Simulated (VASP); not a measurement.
# ZnS (Wurtzite-2H) (P1) in VASP: further runs

The runs below take ZnS (Wurtzite-2H) through single point, with r2SCAN.

All numbers are computed with VASP 6.6.1; they aren't measurements. Logs are shortened: lines on timing, memory, paths and dates and some standing lists are left out, and cuts for length are marked.

## 1. The cell of the first run

The typed cell holds 4 atoms: a = 3.811 Å, b = 3.811 Å, c = 6.234 Å, α = 90.00°, β = 90.00°, γ = 120.00°.

## 2. Single point, r2SCAN

File POSCAR:

```
ZnS
1.0
    3.8110000000      0.0000000000      0.0000000000
   -1.9055000000      3.3004228100      0.0000000000
    0.0000000000      0.0000000000      6.2340000000
Zn S
2 2
Direct
    0.3257823038      0.6595755251      0.0041235342
    0.6677813108      0.3356117115      0.5016603485
    0.3383893644      0.6844693682      0.3748374779
    0.6747363660      0.3253453093      0.8833673095
```

File INCAR.step1:

```
  PREC = Accurate
  ENCUT = 550
  ISMEAR = 0
  SIGMA = 0.1
  LREAL = False
  LASPH = True
  NELM = 120
  NBANDS = 26
  GGA = PE
  ALGO = Normal
  EDIFF = 1E-5
  LWAVE = True
  LCHARG = False
  GGA_COMPAT = False
```

File INCAR.step2:

```
  PREC = Accurate
  ENCUT = 550
  EDIFF = 1E-6
  ISMEAR = 0
  SIGMA = 0.1
  LREAL = False
  LASPH = True
  NELM = 120
  ALGO = Normal
  ISIF = 2
  LWAVE = False
  LCHARG = False
  METAGGA = R2SCAN
  LMIXTAU = True
  NBANDS = 26
  ISTART = 1
  GGA_COMPAT = False
```

File KPOINTS:

```
regular mesh
0
Gamma
  2 2 1
```

Potentials or basis: VASP PAW PBE potentials, release 64 (Zn, S).

Command:

```console
cat potpaw_PBE.64/Zn/POTCAR potpaw_PBE.64/S/POTCAR > POTCAR
cp INCAR.step1 INCAR
mpirun -np 1 vasp_std > vasp.out
cp INCAR.step2 INCAR
mpirun -np 1 vasp_std > vasp.out
```

OUTCAR:

```text
PREC = Accurate
   ENCUT = 550
   EDIFF = 1E-6
   ISMEAR = 0
   LREAL = False
   LASPH = True
   NELM = 120
   ISIF = 2
   METAGGA = R2SCAN
   ISTART = 1

 ion  position               nearest neighbor table
   1  0.326  0.660  0.004-   4 2.28   3 2.31   4 2.32   4 2.38
   2  0.668  0.336  0.502-   3 2.29   3 2.35   3 2.37   4 2.38
   3  0.338  0.684  0.375-   2 2.29   1 2.31   2 2.35   2 2.37
   4  0.675  0.325  0.883-   1 2.28   1 2.32   1 2.38   2 2.38

  LATTYP: Found a hexagonal cell.
 ALAT       =     3.8110000000
 C/A-ratio  =     1.6357911309

  Lattice vectors:

 A1 = (   3.8110000000,   0.0000000000,   0.0000000000)
 A2 = (  -1.9055000000,   3.3004228100,   0.0000000000)
 A3 = (   0.0000000000,   0.0000000000,   6.2340000000)

Analysis of symmetry for initial positions (statically):
=====================================================================
 Subroutine PRICEL returns:
 Original cell was already a primitive cell.

 Routine SETGRP: Setting up the symmetry group for a
 hexagonal supercell.

 Subroutine GETGRP returns: Found  1 space group operations
 (whereof  1 operations were pure point group operations)
 out of a pool of 24 trial point group operations.

The static configuration has the point symmetry C_1 .

Analysis of symmetry for dynamics (positions and initial velocities):
=====================================================================
 Subroutine PRICEL returns:
 Original cell was already a primitive cell.

 Routine SETGRP: Setting up the symmetry group for a
 hexagonal supercell.

 Subroutine GETGRP returns: Found  1 space group operations
 (whereof  1 operations were pure point group operations)
 out of a pool of 24 trial point group operations.

The dynamic configuration has the point symmetry C_1 .

 Subroutine INISYM returns: Found  1 space group operations
 (whereof  1 operations are pure point group operations),
 and found     1 'primitive' translations

----------------------------------------------------------------------------------------

                                     Primitive cell

  volume of cell :      78.4107

  direct lattice vectors                    reciprocal lattice vectors
     3.811000000  0.000000000  0.000000000     0.262398321  0.151495741  0.000000000
    -1.905500000  3.300422810  0.000000000     0.000000000  0.302991482  0.000000000
     0.000000000  0.000000000  6.234000000     0.000000000  0.000000000  0.160410651

  length of vectors
     3.811000000  3.810999997  6.234000000     0.302991482  0.302991482  0.160410651

  position of ions in fractional coordinates (direct lattice)
     0.325782304  0.659575525  0.004123534
     0.667781311  0.335611712  0.501660349
     0.338389364  0.684469368  0.374837478
     0.674736366  0.325345309  0.883367310

  ion indices of the primitive-cell ions
   primitive index   ion index
                 1           1
                 2           2
                 3           3
                 4           4

----------------------------------------------------------------------------------------

 KPOINTS: regular mesh

Automatic generation of k-mesh.
 Grid dimensions read from file:
 generate k-points for:    2    2    1

 Generating k-lattice:

  Cartesian coordinates                     Fractional coordinates (reciprocal lattice)
     0.131199160  0.075747871  0.000000000     0.500000000  0.000000000  0.000000000
     0.000000000  0.151495741  0.000000000     0.000000000  0.500000000  0.000000000
     0.000000000  0.000000000  0.160410651     0.000000000  0.000000000  1.000000000

  Length of vectors
     0.151495741  0.151495741  0.160410651

  Shift w.r.t. Gamma in fractional coordinates (k-lattice)
     0.000000000  0.000000000  0.000000000

 Subroutine IBZKPT returns following result:
 ===========================================

 Found      4 irreducible k-points:

 Following reciprocal coordinates:
            Coordinates               Weight
  0.000000  0.000000  0.000000      1.000000
  0.500000  0.000000  0.000000      1.000000
  0.000000  0.500000  0.000000      1.000000
  0.500000  0.500000  0.000000      1.000000
   k-points           NKPTS =      4   k-points in BZ     NKDIM =      4   number of bands    NBANDS=     26
   number of dos      NEDOS =    301   number of ions     NIONS =      4
   total plane-waves  NPLWV =  43200
   dimension x,y,z NGX =    30 NGY =   30 NGZ =   48
   dimension x,y,z NGXF=    60 NGYF=   60 NGZF=   96
   ions per type =               2   2
   NGX,Y,Z   is equivalent  to a cutoff of  13.09, 13.09, 12.80 a.u.
   NGXF,Y,Z  is equivalent  to a cutoff of  26.17, 26.17, 25.60 a.u.
 SYSTEM =  unknown system
   PREC   = accura    normal or accurate (medium, high low for compatibility)
   ISTART =      1    job   : 0-new  1-cont  2-samecut
   ICHARG =      0    charge: 1-file 2-atom 10-const
   ISPIN  =      1    spin polarized calculation?
   LNONCOLLINEAR =      F non collinear calculations
   LSORBIT =      F    spin-orbit coupling
   LASPH  =      T    aspherical Exc in radial PAW
   ENCUT  =  550.0 eV  40.42 Ry    6.36 a.u.   7.29  7.29 11.92*2*pi/ulx,y,z
   NELM   =    120;   NELMIN=  2; NELMDL=  0     # of ELM steps
   EDIFF  = 0.1E-05   stopping-criterion for ELM
   LREAL  =      F    real-space projection
   EDIFFG = 0.1E-04   stopping-criterion for IOM
   NSW    =      0    number of steps for IOM
   IBRION =     -1    ionic relax: 0-MD 1-quasi-New 2-CG
   NFREE  =      0    steps in history (QN), initial steepest desc. (CG)
   ISIF   =      2    stress and relaxation
   ISYM   =      2    0-nonsym 1-usesym 2-fastsym
   POTIM  = 0.5000    time-step for ionic-motion
   TEBEG  =    0.0;   TEEND  =   0.0 temperature during run
   PSTRESS=    0.0 pullay stress
   NELECT =      36.0000    total number of electrons
   NUPDOWN=      -1.0000    fix difference up-down
   EMIN   =  10.00;   EMAX   =-10.00  energy-range for DOS
   EFERMI =   0.00;   METHOD = LEGACY
   ISMEAR =     0;   SIGMA  =   0.10  broadening in eV -4-tet -1-fermi 0-gaus
   EFERMI_NEDOS =   21; number of points for ismear=-14 and -15
   IALGO  =     38    algorithm
   IMIX   =      4    mixing-type and parameters
     AMIX     =   0.40;   BMIX     =  1.00
     AMIX_MAG =   1.60;   BMIX_MAG =  1.00
  volume/ion in A,a.u.               =      19.60       132.29
  Fermi-wavevector in a.u.,A,eV,Ry     =   1.262943  2.386617 21.701647  1.595026
  Thomas-Fermi vector in A             =   2.396326
   LORBIT       =      0    0 simple, 1 ext, 2 COOP (PROOUT), +10 PAW based schemes
   METAGGA = R2SCAN    functional components
   LHFCALC =     F    Hartree Fock is set to
   AEXX    =    0.0000 exact exchange contribution
   IVDW    =     0    specifies the selected vdW correction
   LEPSILON=     F    determine dielectric tensor
   LRPA    =     F    only Hartree local field effects (RPA)
 non-spin polarized calculation
 Gauss-broadening in eV      SIGMA  =   0.10
  energy-cutoff  :      550.00
  volume of cell :       78.41
 maximum number of plane-waves:      2297
 NGX is ok and might be reduce to    30
   NGX = 15   NGY = 15   NGZ = 23

 number of electron      36.0000005 magnetization

 Free energy of the ion-electron system (eV)
  ---------------------------------------------------
  ext. energy  EPLUGINS =         0.00000000
  ---------------------------------------------------
  free energy    TOTEN  =       -36.71262725 eV

  energy without entropy =      -36.71262725  energy(sigma->0) =      -36.71262725

 E-fermi :   2.5471     XC(G=0): -10.2669

 val. band max:        2.0315485839   @ k =   0.0000   0.0000   0.0000
 cond. band min:       4.7649068595   @ k =   0.0000   0.0000   0.0000
 fundamental gap:      2.7333582755
 Fermi energy:         2.5471340694

 k-point     1 :       0.0000    0.0000    0.0000
  band No.  band energies     occupation
      1     -11.7061      2.00000
      2     -10.7246      2.00000
      3      -4.6805      2.00000
      4      -4.6491      2.00000
      5      -4.6275      2.00000
      6      -4.5708      2.00000
      7      -4.5316      2.00000
      8      -4.1700      2.00000
      9      -4.1677      2.00000
     10      -4.0933      2.00000
     11      -4.0880      2.00000
     12      -3.9314      2.00000
     13      -3.4454      2.00000
     14       1.0005      2.00000
     15       1.1812      2.00000
     16       1.9594      2.00000
     17       2.0078      2.00000
     18       2.0315      2.00000
     19       4.7649      0.00000
     20       5.5477      0.00000
     21       8.7030      0.00000
     22       8.7797      0.00000
     23       9.0475      0.00000
     24       9.9932      0.00000
     25      10.3920      0.00000
     26      11.8597      0.00000

 k-point     2 :       0.5000    0.0000    0.0000
  band No.  band energies     occupation
      1     -10.7388      2.00000
      2     -10.4043      2.00000
      3      -4.6194      2.00000
      4      -4.5207      2.00000
      5      -4.3950      2.00000
      6      -4.3460      2.00000
      7      -4.3148      2.00000
      8      -4.2762      2.00000
      9      -4.1017      2.00000
     10      -4.0516      2.00000
     11      -3.9728      2.00000
     12      -3.9562      2.00000
     13      -2.9764      2.00000
     14      -2.2344      2.00000
     15      -1.3131      2.00000
     16      -0.2967      2.00000
     17       0.2624      2.00000
     18       1.0896      2.00000
     19       5.9992      0.00000
     20       6.7810      0.00000
     21       7.4509      0.00000
     22       9.3285      0.00000
     23      10.0074      0.00000
     24      10.9061      0.00000
     25      11.6134      0.00000
     26      14.1007      0.00000

 k-point     3 :       0.0000    0.5000    0.0000
  band No.  band energies     occupation
      1     -10.7153      2.00000
      2     -10.4285      2.00000
      3      -4.6153      2.00000
      4      -4.5139      2.00000
      5      -4.3825      2.00000
      6      -4.3486      2.00000
      7      -4.3124      2.00000
      8      -4.2841      2.00000
      9      -4.1027      2.00000
     10      -4.0494      2.00000
     11      -3.9787      2.00000
     12      -3.9606      2.00000
     13      -2.9141      2.00000
     14      -2.3270      2.00000
     15      -1.2692      2.00000
     16      -0.2997      2.00000
     17       0.1971      2.00000
     18       1.0948      2.00000
     19       5.9846      0.00000
     20       6.8428      0.00000
     21       7.6542      0.00000
     22       9.3577      0.00000
     23       9.8422      0.00000
     24      10.8689      0.00000
     25      11.4806      0.00000
     26      14.1408      0.00000

 k-point     4 :       0.5000    0.5000    0.0000
  band No.  band energies     occupation
      1     -10.7899      2.00000
      2     -10.3745      2.00000
      3      -4.6287      2.00000
      4      -4.5620      2.00000
      5      -4.4108      2.00000
      6      -4.3689      2.00000
      7      -4.3578      2.00000
      8      -4.2305      2.00000
      9      -4.1013      2.00000
     10      -4.0481      2.00000
     11      -3.9561      2.00000
     12      -3.9401      2.00000
     13      -2.9361      2.00000
     14      -2.0722      2.00000
     15      -1.4323      2.00000
     16      -0.3184      2.00000
     17       0.4534      2.00000
     18       1.0903      2.00000
     19       5.9134      0.00000
     20       6.6216      0.00000
     21       7.1768      0.00000
     22       9.3313      0.00000
     23      10.1998      0.00000
     24      10.8741      0.00000
     25      11.7723      0.00000
     26      14.0974      0.00000

------------------------ aborting loop because EDIFF is reached ----------------------------------------

  FORCE on cell =-STRESS in cart. coord.  units (eV):
  Direction    XX          YY          ZZ          XY          YZ          ZX
  --------------------------------------------------------------------------------------
  -------------------------------------------------------------------------------------
  Total        2.5409363      3.2362494     -2.9683346      0.4617173      0.2525665      0.1971123
  in kB       51.9193242     66.1267583    -60.6524159      9.4343372      5.1607286      4.0276252
  external PRESSURE =      19.1312222 kB  Pullay stress =       0.0000000 kB

 VOLUME and BASIS-vectors are now :
 -----------------------------------------------------------------------------
  energy-cutoff  :      550.00
  volume of cell :       78.41
      direct lattice vectors                 reciprocal lattice vectors
     3.811000000  0.000000000  0.000000000     0.262398321  0.151495741  0.000000000
    -1.905500000  3.300422810  0.000000000     0.000000000  0.302991482  0.000000000
     0.000000000  0.000000000  6.234000000     0.000000000  0.000000000  0.160410651

 POSITION                                       TOTAL-FORCE (eV/Angst)
 -----------------------------------------------------------------------------------
     -0.01526      2.17688      0.02571         0.385526      0.028206      0.038080
      1.90541      1.10766      3.12735        -0.056407      0.321859      0.262500
     -0.01465      2.25904      2.33674         0.120969     -0.411675      0.159826
      1.95147      1.07378      5.50691        -0.450088      0.061610     -0.460407
 -----------------------------------------------------------------------------------
    total drift:                                0.008768     -0.003678      0.006291

  FREE ENERGIE OF THE ION-ELECTRON SYSTEM (eV)
  ---------------------------------------------------
  free  energy   TOTEN  =       -36.7126272495 eV

  energy  without entropy=      -36.7126272495  energy(sigma->0) =      -36.71262725
```

Run time: 32 s. Hardware: 1 thread of Intel Xeon Platinum 8488C (Sapphire Rapids), shared host; peak memory 0.2 GiB.

What came out:

```yaml
Free_energy: -36.7126 eV
Pressure: 1.9 GPa
Largest_force: 0.647 eV/Å
Band_gap_on_the_k_mesh: 2.73 eV, direct
```

Forces on the atoms (eV/Å):
```
Zn   0.386  0.028  0.038
Zn  -0.056  0.322  0.263
S    0.121 -0.412  0.160
S   -0.450  0.062 -0.460
```

Caveat: the k points lie up to 1.01 Å⁻¹ apart; the PAW data sets were made with another functional, which shifts forces and pressure a little.

## 3. Single point, r2SCAN

File POSCAR:

```
ZnS
1.0
    3.8110000000      0.0000000000      0.0000000000
   -1.9055000000      3.3004228100      0.0000000000
    0.0000000000      0.0000000000      6.2340000000
Zn S
2 2
Direct
    0.3250882898      0.6588712083      0.0045550904
    0.6679119454      0.3358962444      0.5018663793
    0.3388597095      0.6860995516      0.3738171521
    0.6754149208      0.3245711911      0.8830873788
```

File INCAR.step1:

```
PREC = Accurate ; ENCUT = 550
ISMEAR = 0 ; SIGMA = 0.1
LREAL = False ; LASPH = True
NELM = 120 ; NBANDS = 26
GGA = PE ; ALGO = Normal
EDIFF = 1E-5 ; LWAVE = True
LCHARG = False ; GGA_COMPAT = False
```

File INCAR.step2:

```
PREC = Accurate ; ENCUT = 550
EDIFF = 1E-6 ; ISMEAR = 0
SIGMA = 0.1 ; LREAL = False
LASPH = True ; NELM = 120
ALGO = Normal ; ISIF = 2
LWAVE = False ; LCHARG = False
METAGGA = R2SCAN ; LMIXTAU = True
NBANDS = 26 ; ISTART = 1
GGA_COMPAT = False
```

KPOINTS is that of step 2.

Potentials or basis: VASP PAW PBE potentials, release 64 (Zn, S).

Command:

```console
cat potpaw_PBE.64/Zn/POTCAR potpaw_PBE.64/S/POTCAR > POTCAR
cp INCAR.step1 INCAR
mpirun -np 1 vasp_std > vasp.out
cp INCAR.step2 INCAR
mpirun -np 1 vasp_std > vasp.out
```

It took 30 s on 1 thread of Intel Xeon Platinum 8488C (Sapphire Rapids), shared host; peak memory 0.2 GiB.

The run converged. Its results:

| Item | Value |
| --- | --- |
| Free energy | -36.7078 eV |
| Pressure | 2.0 GPa |
| Largest force | 0.675 eV/Å |
| Band gap on the k mesh | 2.73 eV, direct |

Forces on the atoms (eV/Å):
```
Zn   0.415  0.034 -0.006
Zn  -0.059  0.347  0.248
S    0.129 -0.444  0.223
S   -0.486  0.063 -0.464
```

Stress tensor (GPa, compression positive):
```
 5.09  1.01  0.44
 1.01  6.62  0.57
 0.44  0.57 -5.85
```

Levels at points of the mesh, in eV from the valence-band top:
| k point | band 15 | band 16 | band 17 | band 18 | band 19 | band 20 | band 21 | band 22 |
| --- | --- | --- | --- | --- | --- | --- | --- | --- |
| (0.00, 0.00, 0.00) | -0.85 | -0.08 | -0.02 | 0.00 | 2.73 | 3.53 | 6.67 | 6.75 |
| (0.50, 0.00, 0.00) | -3.36 | -2.33 | -1.79 | -0.93 | 3.97 | 4.75 | 5.41 | 7.27 |
| (0.00, 0.50, 0.00) | -3.31 | -2.33 | -1.86 | -0.93 | 3.96 | 4.82 | 5.64 | 7.30 |
| (0.50, 0.50, 0.00) | -3.48 | -2.35 | -1.58 | -0.93 | 3.88 | 4.58 | 5.12 | 7.28 |

Caveat: the k points lie up to 1.01 Å⁻¹ apart; the PAW data sets were made with another functional, which shifts forces and pressure a little. r2SCAN opens gaps a little over a GGA but as a rule still falls short of measured ones.
